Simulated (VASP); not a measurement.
# Te (Pm-3m) in VASP: further runs

Te is run at these levels: PBEsol; tasks: single point.

Everything below comes from runs of VASP 6.6.1. Logs are shortened: lines on timing, memory, paths and dates and some standing lists are left out, and cuts for length are marked.

## 1. The cell of the first run

Symmetry: Pm-3m, No. 221, cubic system. The conventional cell has a = 2.500 Å, b = 2.500 Å, c = 2.500 Å, α = 90.00°, β = 90.00°, γ = 90.00°. Within 3.3 Å of Te (site symmetry m-3m) lie 6 Te at 2.50 Å.

## 2. Single point, PBEsol (volume scaled by 0.5)

Input file INCAR:

```
SYSTEM = Te
ALGO = Normal
EDIFF = 1E-6
ENCUT = 520
GGA = PS
ISIF = 2
ISMEAR = -1
LASPH = .True.
LCHARG = .False.
LREAL = .False.
LWAVE = .False.
NBANDS = 9
NELM = 60
PREC = Accurate
SIGMA = 0.08
```

Input file KPOINTS:

```
k-points
0
Gamma
  13 13 13
  0 0 0
```

Input file POSCAR:

```
Te
1.0
    2.5002268431      0.0000000000      0.0000000000
    0.0000000000      2.5002268431      0.0000000000
    0.0000000000      0.0000000000      2.5002268431
Te
1
Direct
    0.0000000000      0.0000000000      0.0000000000
```

Potentials or basis: VASP PAW PBE potentials, release 64 (Te).

Started as:

```console
$ cat potpaw_PBE.64/Te/POTCAR > POTCAR
$ mpirun -np 1 vasp_std > vasp.out
```

OUTCAR:

```text
SYSTEM = Te
   EDIFF = 1E-6
   ENCUT = 520
   GGA = PS
   ISIF = 2
   ISMEAR = -1
   LASPH = .True.
   LREAL = .False.
   NELM = 60
   PREC = Accurate

 ion  position               nearest neighbor table
   1  0.000  0.000  0.000-

  LATTYP: Found a simple cubic cell.
 ALAT       =     2.5002268431

  Lattice vectors:

 A1 = (   2.5002268431,   0.0000000000,   0.0000000000)
 A2 = (   0.0000000000,   2.5002268431,   0.0000000000)
 A3 = (   0.0000000000,   0.0000000000,   2.5002268431)

Analysis of symmetry for initial positions (statically):
=====================================================================
 Subroutine PRICEL returns:
 Original cell was already a primitive cell.

 Routine SETGRP: Setting up the symmetry group for a
 simple cubic supercell.

 Subroutine GETGRP returns: Found 48 space group operations
 (whereof 48 operations were pure point group operations)
 out of a pool of 48 trial point group operations.

The static configuration has the point symmetry O_h .

Analysis of symmetry for dynamics (positions and initial velocities):
=====================================================================
 Subroutine PRICEL returns:
 Original cell was already a primitive cell.

 Routine SETGRP: Setting up the symmetry group for a
 simple cubic supercell.

 Subroutine GETGRP returns: Found 48 space group operations
 (whereof 48 operations were pure point group operations)
 out of a pool of 48 trial point group operations.

The dynamic configuration has the point symmetry O_h .

 Subroutine INISYM returns: Found 48 space group operations
 (whereof 48 operations are pure point group operations),
 and found     1 'primitive' translations

----------------------------------------------------------------------------------------

                                     Primitive cell

  volume of cell :      15.6293

  direct lattice vectors                    reciprocal lattice vectors
     2.500226843  0.000000000  0.000000000     0.399963708  0.000000000  0.000000000
     0.000000000  2.500226843  0.000000000     0.000000000  0.399963708  0.000000000
     0.000000000  0.000000000  2.500226843     0.000000000  0.000000000  0.399963708

  length of vectors
     2.500226843  2.500226843  2.500226843     0.399963708  0.399963708  0.399963708

  position of ions in fractional coordinates (direct lattice)
     0.000000000  0.000000000  0.000000000

  ion indices of the primitive-cell ions
   primitive index   ion index
                 1           1

----------------------------------------------------------------------------------------

 KPOINTS: k-points

Automatic generation of k-mesh.
 Grid dimensions read from file:
 generate k-points for:   13   13   13

 Generating k-lattice:

  Cartesian coordinates                     Fractional coordinates (reciprocal lattice)
     0.030766439  0.000000000  0.000000000     0.076923077  0.000000000  0.000000000
     0.000000000  0.030766439  0.000000000     0.000000000  0.076923077  0.000000000
     0.000000000  0.000000000  0.030766439     0.000000000  0.000000000  0.076923077

  Length of vectors
     0.030766439  0.030766439  0.030766439

  Shift w.r.t. Gamma in fractional coordinates (k-lattice)
     0.000000000  0.000000000  0.000000000

 Subroutine IBZKPT returns following result:
 ===========================================

 Found     84 irreducible k-points:

 Following reciprocal coordinates:
            Coordinates               Weight
  0.000000  0.000000  0.000000      1.000000
  0.076923  0.000000  0.000000      6.000000
  0.153846  0.000000  0.000000      6.000000
  0.230769  0.000000  0.000000      6.000000
  0.307692  0.000000  0.000000      6.000000
  0.384615  0.000000  0.000000      6.000000
[... 16 lines left out ...]
  0.307692  0.307692  0.000000     12.000000
  0.384615  0.307692  0.000000     24.000000
 [... further k-points ...]
   k-points           NKPTS =     84   k-points in BZ     NKDIM =     84   number of bands    NBANDS=      9
   number of dos      NEDOS =    301   number of ions     NIONS =      1
   total plane-waves  NPLWV =   8000
   dimension x,y,z NGX =    20 NGY =   20 NGZ =   20
   dimension x,y,z NGXF=    40 NGYF=   40 NGZF=   40
   ions per type =               1
   NGX,Y,Z   is equivalent  to a cutoff of  13.30, 13.30, 13.30 a.u.
   NGXF,Y,Z  is equivalent  to a cutoff of  26.60, 26.60, 26.60 a.u.
 SYSTEM =  Te
   PREC   = accura    normal or accurate (medium, high low for compatibility)
   ISTART =      0    job   : 0-new  1-cont  2-samecut
   ICHARG =      2    charge: 1-file 2-atom 10-const
   ISPIN  =      1    spin polarized calculation?
   LNONCOLLINEAR =      F non collinear calculations
   LSORBIT =      F    spin-orbit coupling
   LASPH  =      T    aspherical Exc in radial PAW
   ENCUT  =  520.0 eV  38.22 Ry    6.18 a.u.   4.65  4.65  4.65*2*pi/ulx,y,z
   NELM   =     60;   NELMIN=  2; NELMDL= -5     # of ELM steps
   EDIFF  = 0.1E-05   stopping-criterion for ELM
   LREAL  =      F    real-space projection
   EDIFFG = 0.1E-04   stopping-criterion for IOM
   NSW    =      0    number of steps for IOM
   IBRION =     -1    ionic relax: 0-MD 1-quasi-New 2-CG
   NFREE  =      0    steps in history (QN), initial steepest desc. (CG)
   ISIF   =      2    stress and relaxation
   ISYM   =      2    0-nonsym 1-usesym 2-fastsym
   POTIM  = 0.5000    time-step for ionic-motion
   TEBEG  =    0.0;   TEEND  =   0.0 temperature during run
   PSTRESS=    0.0 pullay stress
   NELECT =       6.0000    total number of electrons
   NUPDOWN=      -1.0000    fix difference up-down
   EMIN   =  10.00;   EMAX   =-10.00  energy-range for DOS
   EFERMI =   0.00;   METHOD = LEGACY
   ISMEAR =    -1;   SIGMA  =   0.08  broadening in eV -4-tet -1-fermi 0-gaus
   EFERMI_NEDOS =   21; number of points for ismear=-14 and -15
   IALGO  =     38    algorithm
   IMIX   =      4    mixing-type and parameters
     AMIX     =   0.40;   BMIX     =  1.00
     AMIX_MAG =   1.60;   BMIX_MAG =  1.00
  volume/ion in A,a.u.               =      15.63       105.47
  Fermi-wavevector in a.u.,A,eV,Ry     =   1.189814  2.248423 19.261196  1.415658
  Thomas-Fermi vector in A             =   2.325913
   LORBIT       =      0    0 simple, 1 ext, 2 COOP (PROOUT), +10 PAW based schemes
   GGA     = PS    functional components
   LHFCALC =     F    Hartree Fock is set to
   AEXX    =    0.0000 exact exchange contribution
   IVDW    =     0    specifies the selected vdW correction
   LEPSILON=     F    determine dielectric tensor
   LRPA    =     F    only Hartree local field effects (RPA)
 non-spin polarized calculation
  energy-cutoff  :      520.00
  volume of cell :       15.63
 maximum number of plane-waves:       437
 NGX is ok and might be reduce to    20
   NGX =  9   NGY =  9   NGZ =  9

 number of electron       6.0000000 magnetization

 Free energy of the ion-electron system (eV)
  ---------------------------------------------------
  ext. energy  EPLUGINS =         0.00000000
  ---------------------------------------------------
  free energy    TOTEN  =         1.18344100 eV

  energy without entropy =        1.19343949  energy(sigma->0) =        1.18844024

 E-fermi :  19.5343     XC(G=0): -12.8928

 val. band max:       19.4105513732   @ k =   0.4615   0.3846   0.2308
 cond. band min:      19.5475500410   @ k =   0.0769   0.0769   0.0000
 fundamental gap:      0.1369986678
 Fermi energy:        19.5343360156

 k-point     1 :       0.0000    0.0000    0.0000
  band No.  band energies     occupation
      1      -2.5522      2.00000
      2      21.5270      0.00000
      3      21.5270      0.00000
      4      21.5270      0.00000
      5      25.2277      0.00000
      6      25.2277      0.00000
      7      30.0072      0.00000
      8      39.9460      0.00000
      9      39.9460      0.00000

 k-point     2 :       0.0769    0.0000    0.0000
  band No.  band energies     occupation
      1      -2.4024      2.00000
      2      19.6485      0.38711
      3      21.6981      0.00000
      4      21.6981      0.00000
      5      25.3079      0.00000
      6      26.5250      0.00000
      7      30.7596      0.00000
      8      38.7810      0.00000
      9      39.3406      0.00000

 k-point     3 :       0.1538    0.0000    0.0000
  band No.  band energies     occupation
      1      -1.9529      2.00000
      2      16.6237      2.00000
      3      22.1994      0.00000
      4      22.1994      0.00000
      5      25.5506      0.00000
      6      27.6703      0.00000
      7      33.1367      0.00000
      8      36.6671      0.00000
      9      37.9723      0.00000

 k-point     4 :       0.2308    0.0000    0.0000
  band No.  band energies     occupation
      1      -1.2050      2.00000
      2      13.5797      2.00000
      3      22.9927      0.00000
      4      22.9927      0.00000
      5      25.9614      0.00000
      6      28.2592      0.00000
      7      34.5528      0.00000
      8      36.3047      0.00000
      9      36.3103      0.00000
[... 205 lines left out ...]
 k-point    22 :       0.4615    0.2308    0.0000
  band No.  band energies     occupation
      1       3.6991      2.00000
      2       7.5471      2.00000
      3      18.0756      2.00000
      4      22.5024      0.00000
      5      27.6026      0.00000
      6      30.0007      0.00000
      7      31.6864      0.00000
      8      32.7286      0.00000
      9      39.6804      0.00000

 k-point    23 :       0.3077    0.3077    0.0000
  band No.  band energies     occupation
      1       2.1962      2.00000
      2      12.0526      2.00000
      3      14.0378      2.00000
      4      23.6026      0.00000
      5      26.6292      0.00000
      6      29.1046      0.00000
      7      33.9073      0.00000
      8      35.8731      0.00000
      9      36.7935      0.00000

 k-point    24 :       0.3846    0.3077    0.0000
  band No.  band energies     occupation
      1       3.4703      2.00000
      2      10.2333      2.00000
      3      14.4053      2.00000
      4      21.6099      0.00000
      5      27.8243      0.00000
      6      29.8521      0.00000
      7      33.0706      0.00000
      8      34.5782      0.00000
      9      37.2378      0.00000

 [... further k-points ...]
[... 5 lines left out ...]
  --------------------------------------------------------------------------------------
  -------------------------------------------------------------------------------------
  Total       16.8451694     16.8451694     16.8451694     -0.0000000      0.0000000     -0.0000000
  in kB     1726.8226053   1726.8226053   1726.8226053     -0.0000000      0.0000000     -0.0000000
  external PRESSURE =    1726.8226053 kB  Pullay stress =       0.0000000 kB

 VOLUME and BASIS-vectors are now :
 -----------------------------------------------------------------------------
  energy-cutoff  :      520.00
  volume of cell :       15.63
      direct lattice vectors                 reciprocal lattice vectors
     2.500226843  0.000000000  0.000000000     0.399963708  0.000000000  0.000000000
     0.000000000  2.500226843  0.000000000     0.000000000  0.399963708  0.000000000
     0.000000000  0.000000000  2.500226843     0.000000000  0.000000000  0.399963708

 POSITION                                       TOTAL-FORCE (eV/Angst)
 -----------------------------------------------------------------------------------
      0.00000      0.00000      0.00000         0.000000      0.000000      0.000000
 -----------------------------------------------------------------------------------
    total drift:                               -0.000000     -0.000000      0.000000

  FREE ENERGIE OF THE ION-ELECTRON SYSTEM (eV)
  ---------------------------------------------------
  free  energy   TOTEN  =         1.1834410013 eV

  energy  without entropy=        1.1934394860  energy(sigma->0) =        1.18844024
```

Wall time 4.4 s (1 thread of Intel Xeon 6975P-C (Granite Rapids), shared host); peak memory 0.13 GiB.

Results:

```yaml
Free_energy: 1.1834 eV
Pressure: 172.7 GPa
Band_gap_on_the_k_mesh: zero (band 3 reaches 25.90 eV, above the bottom of band 4 at 17.05 eV)
```

Caveat: the PAW data sets were made with another functional, which shifts forces and pressure a little; spin-orbit coupling is left out, which moves the levels of the heavy elements.

## 3. Single point, PBEsol (volume scaled by 0.5)

Input file INCAR:

```
PREC = Accurate ; ENCUT = 520
EDIFF = 1E-6 ; ISMEAR = -1
SIGMA = 0.08 ; LREAL = False
LASPH = True ; NELM = 60
ALGO = Normal ; ISIF = 2
LWAVE = False ; LCHARG = False
GGA = PS ; NBANDS = 9
```

Input file KPOINTS:

```
regular mesh
0
Gamma
  13 13 13
```

POSCAR is that of step 2.

Potentials or basis: VASP PAW PBE potentials, release 64 (Te).

Started as:

```console
$ cat potpaw_PBE.64/Te/POTCAR > POTCAR
$ mpirun -np 1 vasp_std > vasp.out
```

Wall time 4.3 s (1 thread of Intel Xeon 6975P-C (Granite Rapids), shared host); peak memory 0.12 GiB.

It converged, with:

| Item | Value |
| --- | --- |
| Free energy | 1.1834 eV |
| Pressure | 172.7 GPa |
| Band gap on the k mesh | zero (band 3 reaches 25.90 eV, above the bottom of band 4 at 17.05 eV) |

Levels at points of the mesh, in eV from the Fermi level:
```
           k point  band 1  band 2  band 3  band 4  band 5  band 6  band 7
(0.00, 0.00, 0.00)  -22.09    1.99    1.99    1.99    5.69    5.69   10.47
```

Caveat: the PAW data sets were made with another functional, which shifts forces and pressure a little; spin-orbit coupling is left out, which moves the levels of the heavy elements.

[end of part 1 of 2]
